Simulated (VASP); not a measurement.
# NaCl (R-3m) in VASP: a series of runs, part 2 of 2

VASP 6.6.1.

**4. Electric field gradients, PBEsol (equal xy, yz and zx shear strains of +1 %)**

INCAR reads:

```
SYSTEM = NaCl
PREC = Accurate
ENCUT = 520
EDIFF = 1E-8
ISMEAR = -1
SIGMA = 0.02
LREAL = .False.
LASPH = .True.
NELM = 100
ALGO = Normal
ISIF = 2
LWAVE = .False.
LCHARG = .False.
GGA = PS
LEFG = .True.
NBANDS = 14
```

KPOINTS reads:

```
regular mesh
0
Gamma
  8 8 8
  0 0 0
```

POSCAR reads:

```
NaCl
1.0
    2.8600000000      0.0143000000      0.0143000000
    0.0143000000      2.8600000000      0.0143000000
    0.0143000000      0.0143000000      2.8600000000
Na Cl
1 1
Direct
    0.0000000000      0.0000000000      0.0000000000
    0.5000000000      0.5000000000      0.5000000000
```

Potentials or basis: VASP PAW PBE potentials, release 64 (Na_pv, Cl).

The run is started by

```console
cat potpaw_PBE.64/Na_pv/POTCAR potpaw_PBE.64/Cl/POTCAR > POTCAR
mpirun -np 1 vasp_std > vasp.out
```

OUTCAR:

```text
SYSTEM = NaCl
   PREC = Accurate
   ENCUT = 520
   EDIFF = 1E-8
   ISMEAR = -1
   LREAL = .False.
   LASPH = .True.
   NELM = 100
   ISIF = 2
   GGA = PS

 ion  position               nearest neighbor table
   1  0.000  0.000  0.000-   2 2.47   2 2.47   2 2.47   2 2.47   2 2.47   2 2.47   2 2.50   2 2.50

   2  0.500  0.500  0.500-   1 2.47   1 2.47   1 2.47   1 2.47   1 2.47   1 2.47   1 2.50   1 2.50

  LATTYP: Found a trigonal (rhomboedric) cell.
 ALAT       =     2.8600714991
 COS(alpha) =     0.0100244988

  Lattice vectors:

 A1 = (   2.8600000000,   0.0143000000,   0.0143000000)
 A2 = (   0.0143000000,   2.8600000000,   0.0143000000)
 A3 = (   0.0143000000,   0.0143000000,   2.8600000000)

Analysis of symmetry for initial positions (statically):
=====================================================================
 Subroutine PRICEL returns:
 Original cell was already a primitive cell.

 Routine SETGRP: Setting up the symmetry group for a
 trigonal (rhombohedral) supercell.

 Subroutine GETGRP returns: Found 12 space group operations
 (whereof 12 operations were pure point group operations)
 out of a pool of 12 trial point group operations.

The static configuration has the point symmetry D_3d.

Analysis of symmetry for dynamics (positions and initial velocities):
=====================================================================
 Subroutine PRICEL returns:
 Original cell was already a primitive cell.

 Routine SETGRP: Setting up the symmetry group for a
 trigonal (rhombohedral) supercell.

[... 554 lines left out ...]
      3     -15.8212      2.00000
      4      -8.6352      2.00000
      5       0.8001      2.00000
      6       4.9674      2.00000
      7       5.1194      2.00000
      8      16.3959      0.00000
      9      16.5747      0.00000
     10      17.2985      0.00000
     11      17.9755      0.00000
     12      22.3401      0.00000
     13      22.8211      0.00000
     14      25.1465      0.00000

 [... further k-points ...]

------------------------ aborting loop because EDIFF is reached ----------------------------------------

  FORCE on cell =-STRESS in cart. coord.  units (eV):
  Direction    XX          YY          ZZ          XY          YZ          ZX
  --------------------------------------------------------------------------------------
  -------------------------------------------------------------------------------------
  Total        8.7766758      8.7766758      8.7766758     -0.0988237     -0.0988237     -0.0988237
  in kB      601.1391390    601.1391390    601.1391390     -6.7687154     -6.7687154     -6.7687154
  external PRESSURE =     601.1391390 kB  Pullay stress =       0.0000000 kB

 VOLUME and BASIS-vectors are now :
 -----------------------------------------------------------------------------
  energy-cutoff  :      520.00
  volume of cell :       23.39
      direct lattice vectors                 reciprocal lattice vectors
     2.860000000  0.014300000  0.014300000     0.349667746 -0.001739641 -0.001739641
     0.014300000  2.860000000  0.014300000    -0.001739641  0.349667746 -0.001739641
     0.014300000  0.014300000  2.860000000    -0.001739641 -0.001739641  0.349667746

 POSITION                                       TOTAL-FORCE (eV/Angst)
 -----------------------------------------------------------------------------------
      0.00000      0.00000      0.00000         0.000000     -0.000000      0.000000
      1.44430      1.44430      1.44430        -0.000000      0.000000      0.000000
 -----------------------------------------------------------------------------------
    total drift:                               -0.000000     -0.000000     -0.000000

  FREE ENERGIE OF THE ION-ELECTRON SYSTEM (eV)
  ---------------------------------------------------
  free  energy   TOTEN  =        -4.7778099034 eV

  energy  without entropy=       -4.7778099034  energy(sigma->0) =       -4.77780990

 Electric field gradients (V/A^2)
---------------------------------------------------------------------
 ion       V_xx      V_yy      V_zz      V_xy      V_xz      V_yz
---------------------------------------------------------------------
   1      -0.000    -0.000     0.000     1.014     1.014     1.014
   2      -0.000    -0.000    -0.000     0.341     0.341     0.341
---------------------------------------------------------------------

 Electric field gradients after diagonalization (V/A^2)
 (convention: |V_zz| > |V_xx| > |V_yy|)
----------------------------------------------------------------------
 ion       V_xx      V_yy      V_zz     asymmetry (V_yy - V_xx)/ V_zz
----------------------------------------------------------------------
   1      -1.014    -1.014     2.029       0.000
   2      -0.341    -0.341     0.682       0.000
----------------------------------------------------------------------

           NMR quadrupolar parameters

 Cq : quadrupolar parameter    Cq=e*Q*V_zz/h
 eta: asymmetry parameters     (V_yy - V_xx)/ V_zz
 Q  : nuclear electric quadrupole moment in mb (millibarn)
----------------------------------------------------------------------
 ion       Cq(MHz)       eta       Q (mb)
----------------------------------------------------------------------
   1       0.005       0.000       1.000
   2       0.002       0.000       1.000
----------------------------------------------------------------------
```

OSZICAR:

```text
N       E                     dE             d eps       ncg     rms          rms(c)
DAV:   1     0.107407001193E+03    0.10741E+03   -0.72965E+03  1852   0.123E+03
DAV:   2     0.771164413900E+00   -0.10664E+03   -0.97337E+02  2084   0.322E+02
DAV:   3    -0.499795517248E+01   -0.57691E+01   -0.57396E+01  2288   0.674E+01
DAV:   4    -0.506024073156E+01   -0.62286E-01   -0.62269E-01  2096   0.714E+00
DAV:   5    -0.506111500745E+01   -0.87428E-03   -0.87425E-03  2396   0.889E-01    0.597E+00
DAV:   6    -0.482757185606E+01    0.23354E+00   -0.19847E-01  2542   0.661E+00    0.387E+00
DAV:   7    -0.477995508157E+01    0.47617E-01   -0.11016E-01  2756   0.394E+00    0.165E+00
DAV:   8    -0.477792613636E+01    0.20289E-02   -0.89993E-03  2066   0.112E+00    0.244E-01
DAV:   9    -0.477780642901E+01    0.11971E-03   -0.27201E-04  2452   0.301E-01    0.514E-02
DAV:  10    -0.477780946023E+01   -0.30312E-05   -0.25099E-05  2302   0.102E-01    0.817E-03
DAV:  11    -0.477780978656E+01   -0.32633E-06   -0.43185E-06  2264   0.262E-02    0.644E-03
DAV:  12    -0.477780989444E+01   -0.10788E-06   -0.22945E-07  2210   0.442E-03    0.958E-04
DAV:  13    -0.477780992683E+01   -0.32389E-07   -0.22460E-08  2276   0.102E-03    0.893E-04
DAV:  14    -0.477780990545E+01    0.21372E-07   -0.12858E-09  1468   0.288E-04    0.950E-05
DAV:  15    -0.477780990338E+01    0.20732E-08   -0.16895E-10  1324   0.118E-04
   1 F= -.47778099E+01 E0= -.47778099E+01  d E =-.407743E-12
```

stdout:

```text
POSCAR found type information on POSCAR NaCl
 POSCAR found :  2 types and       2 ions
 scaLAPACK will be used
 -----------------------------------------------------------------------------
|                                                                             |
|                                                                             |
|     You enforced a specific xc type in the INCAR file but a different       |
|     I HOPE YOU KNOW WHAT YOU ARE DOING!                                     |
|                                                                             |
 -----------------------------------------------------------------------------

 LDA part: xc-table for (Slater+PW92), standard interpolation
 POSCAR, INCAR and KPOINTS ok, starting setup
 FFT: planning ... GRIDC
 FFT: planning ... GRID_SOFT
 FFT: planning ... GRID
 WAVECAR not read
 entering main loop
ion   1

ion   2
```

Run time: 24 s. Hardware: 1 thread of Intel Xeon 8259CL, shared host; peak memory 0.14 GiB.

Results:

* Free energy: -4.7778 eV
* Pressure: 60.1 GPa
* Band gap on the k mesh: 4.20 eV
* Largest electric field gradient by atom: Na +2.0; Cl +0.7 V/Å²

Stress tensor (GPa, compression positive):
```
60.11 -0.68 -0.68
-0.68 60.11 -0.68
-0.68 -0.68 60.11
```

Electric field gradients, principal values (V/Å²):
```csv
atom,least,middle,greatest (by size)
1 Na,-1.014,-1.014,2.029
2 Cl,-0.341,-0.341,0.682
```

Caveat: the cell differs from its parent crystal (equal xy, yz and zx shear strains of +1 %); the cell stands under pressure; without QUAD_EFG the Cq values of the log hold for a quadrupole moment of 1 mb, not for the nuclei; the PAW data sets were made with another functional, which shifts forces and pressure a little. A k mesh can miss the band edges.
